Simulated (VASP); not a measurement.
Wanted: the native input for a VASP 6.6.1 run.

| Property | Result |
| --- | --- |
| Task | relaxation of cell and atoms |
| Functional | PBE |
| Potentials or basis | VASP PAW PBE potentials, release 64 (Cu, Sn_d) |
| Cutoff | 600 eV |
| k mesh | 12 × 12 × 6 |
| Occupations | gaussian, width 0.1 eV |
| Spin | no spin polarisation |
| Dipole correction | no |
| Further INCAR settings | ALGO = Fast; EDIFF = 1e-07; IBRION = 2; EDIFFG = -0.01; NSW = 100; ISIF = 3 |

The structure of CuSn4 lies in POSCAR:

```
CuSn4
1.0
    5.1223061074      0.0000000000      0.0000000000
   -2.5611530537      4.4360472150      0.0000000000
    0.0000000000      0.0000000000      7.9067562727
Cu Sn
1 4
Direct
    0.0000000000      0.0000000000      0.5000000000
    0.3333333333      0.6666666667      0.5000000000
    0.6666666667      0.3333333333      0.5000000000
    0.0000000000      0.0000000000      0.1827187615
    0.0000000000      0.0000000000      0.8172812385
```

The cell was built from a structure type or drawn by symmetry, and may not be a known phase.

One way to write it, as run:

INCAR

```
PREC = Accurate
ENCUT = 600
EDIFF = 1E-7
ISMEAR = 0
SIGMA = 0.1
LREAL = F
LASPH = T
NELM = 60
ALGO = Fast
ISIF = 3
LWAVE = F
LCHARG = F
GGA = PE
IBRION = 2
NSW = 100
EDIFFG = -0.01
```

KPOINTS

```
Automatic mesh
0
Gamma
  12 12 6
```

Potentials or basis: VASP PAW PBE potentials, release 64 (Cu, Sn_d).

Run with:

```bash
$ cat potpaw_PBE.64/Cu/POTCAR potpaw_PBE.64/Sn_d/POTCAR > POTCAR
$ mpirun -np 1 vasp_std > vasp.out
```

Results of the run:

| Property | Result |
| --- | --- |
| Relaxed volume | 36.02 Å³/atom |
| Relaxed cell | a = 5.121 Å, b = 5.121 Å, c = 7.931 Å, α = 90.00°, β = 90.00°, γ = 120.00° |
| Space group after relaxing (to 0.1 Å) | P6/mmm (No. 191) |
| Energy gained by relaxing | 0.2 meV/atom |
| Ionic steps | 5 |
| Pressure after relaxing | 0.0 GPa |
| Largest force after relaxing | 0.008 eV/Å |
| Band gap on the k mesh | zero (an odd number of electrons rules out a gap without spin polarisation) |

Caveat: spin-orbit coupling is left out, which moves the levels of the heavy elements.

It took 86 min on 1 thread of Oxide Virtual Turin-like Processor, on a shared host, peak memory 0.69 GiB.
